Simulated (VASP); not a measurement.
A run of VASP 6.6.1 is set up as follows.

The input INCAR:

```
ALGO = Normal
EDIFF = 1E-6
EDIFFG = -0.005
ENCUT = 600
GGA = PE
IBRION = 2
ISIF = 3
ISMEAR = -1
LASPH = True
LCHARG = False
LREAL = False
LWAVE = False
NELM = 100
NSW = 32
PREC = Accurate
PSTRESS = 1500.0
SIGMA = 0.05
```

KPOINTS

```
k-points
0
Gamma
  17 17 17
```

POSCAR

```
BN
1.0
    0.0000000000      1.6649093161      1.6649093161
    1.6649093161      0.0000000000      1.6649093161
    1.6649093161      1.6649093161      0.0000000000
B N
1 1
Direct
    0.0000000000      0.0000000000      0.0000000000
    0.2500000000      0.2500000000      0.2500000000
```

Potentials or basis: VASP PAW PBE potentials, release 64 (B, N).

Launch:

```bash
$ cat potpaw_PBE.64/B/POTCAR potpaw_PBE.64/N/POTCAR > POTCAR
$ mpirun -np 1 vasp_std > vasp.out
```

Question: What does it give for the relaxed volume?

Answer: 4.62 Å³/atom.

Question: Estimate the band gap on the k mesh.

Answer: 4.74 eV, indirect (least direct gap 9.99 eV).

Question: What does it give for the space group after relaxing (to 0.05 Å)?

Answer: F-43m (No. 216).

Question: Predict the relaxed cell.

Answer: a = 2.355 Å, b = 2.355 Å, c = 2.355 Å, α = 60.00°, β = 60.00°, γ = 60.00°.

Step by step:
| step | energy change (eV) | largest force (eV/Å) | pressure (GPa) | volume (Å³) |
| --- | --- | --- | --- | --- |
| 1 | 0.0000 | 0.0000 | 150.80 | 9.23 |
| 2 | -0.0288 | 0.0000 | 147.94 | 9.26 |
| 3 | -0.0081 | 0.0000 | 149.99 | 9.24 |

Caveat: the cell is relaxed towards a set pressure, so the enthalpy falls and the energy may rise. Expect the measured gap to be larger: semilocal functionals such as PBE lack the derivative discontinuity.
